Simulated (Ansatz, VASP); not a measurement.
**Two plane-wave programs on InSe**

```
In Se
1.0
     2.00000    1.15470    8.44000
    -2.00000    1.15470    8.44000
     0.00000   -2.30940    8.44000
In Se
2 2
Direct
  0.00000 0.00000 0.00000
  0.11140 0.11140 0.11140
  0.61650 0.61650 0.61650
  0.82810 0.82810 0.82810
```

Alike in both runs: task single point; functional PBEsol; k mesh 6 × 6 × 6; no spin polarisation.

|  | VASP | Ansatz |
| --- | --- | --- |
| version | VASP 6.6.1 | Ansatz 0.2.0 |
| potentials or method | VASP PAW PBE potentials, release 64 (In_d, Se), cutoff 520 eV | plane waves, PAW |
| occupations | gaussian, width 0.01 eV | fixed |
| valence electrons in the cell | 38 | 58 |

```csv
,VASP,Ansatz,Ansatz less VASP
pressure (GPa),0.2,0.2,-0.06
"traceless stress, the component that is largest in VASP (GPa)",-0.70,-0.69,+0.013
```

VASP's potentials were made for PBE, not for PBEsol. VASP's potentials hold 38 valence electrons a cell and Ansatz's 58, so a difference there can come from the potentials and not from the codes.
